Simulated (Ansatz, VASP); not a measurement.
# Re in VASP and in Ansatz

Contents of INCAR:

```
PREC     = Accurate       # precision mode
ENCUT    = 560            # plane-wave cutoff, eV
EDIFF    = 1E-6           # SCF threshold, eV
ISMEAR   = 0              # smearing method
SIGMA    = 0.15           # smearing width, eV
LREAL    = False          # projectors in reciprocal space
LASPH    = True           # aspherical terms in the spheres
NELM     = 120            # most SCF steps
ALGO     = Normal         # electronic algorithm
ISIF     = 2              # what is computed and relaxed
LWAVE    = False          # write WAVECAR
LCHARG   = False          # write CHGCAR
GGA      = PS             # functional
NBANDS   = 22             # bands
GGA_COMPAT= False
```

File KPOINTS:

```
regular mesh
0
Gamma
  18 18 10
```

Contents of POSCAR:

```
Re
1.0
    2.7502953086      0.0000000000      0.0000000000
   -1.3751476543      2.3818256051      0.0000000000
    0.0000000000      0.0000000000      4.4432902328
Re
2
Direct
    0.3333333333      0.6666666667      0.2187843934
    0.6666666667      0.3333333333      0.7812156066
```

Input for Ansatz:

```yaml
crystal:
  lattice:
    - [2.7502953086, 0.0, 0.0]
    - [-1.3751476543, 2.3818256051, 0.0]
    - [0.0, 0.0, 4.4432902328]
  atoms:
    - { symbol: Re, position: [0.3333333333, 0.6666666667, 0.2187843934] }
    - { symbol: Re, position: [0.6666666667, 0.3333333333, 0.7812156066] }
basis:
  ecutwfc: 420
kpoints:
  mp_grid: { grid: [18, 18, 10] }
hamiltonian:
  xc: pbesol
  pseudopotentials: { kind: paw }
scf:
  occupations: { method: gaussian, width: 0.15 }
output:
  forces: true
  stress: true
  eigenvalues: true
```

Change from the starting cell: mode 4 frozen in at -0.139 Å, equal normal strain along x, y and z +0.0000.

Alike in both runs: task single point; functional PBEsol; k mesh 18 × 18 × 10; occupations gaussian, width 0.15 eV; no spin polarisation.

```csv
,VASP,Ansatz
version,VASP 6.6.1,Ansatz 0.2.0
potentials or method,"VASP PAW PBE potentials, release 64 (Re_sv_GW), cutoff 560 eV","scalar-relativistic, plane waves, PAW"
valence electrons in the cell,30,30
```

|  | VASP | Ansatz | Ansatz less VASP |
| --- | --- | --- | --- |
| gap on the k mesh at the Fermi level (eV) | none | none | - |
| pressure (GPa) | 11.9 | 13.8 | +1.92 |
| traceless stress, the component that is largest in VASP (GPa) | 7.81 | 7.76 | -0.049 |
| rms of the force components (eV/Å) | 2.077 | 2.085 | +0.0082 |

VASP's potentials were made for PBE, not for PBEsol. Atom by atom the forces differ by 0.008 eV/Å (rms over components). A gap of «none» marks a metal or a gap that the smearing closes.

Spin-orbit coupling is off throughout.
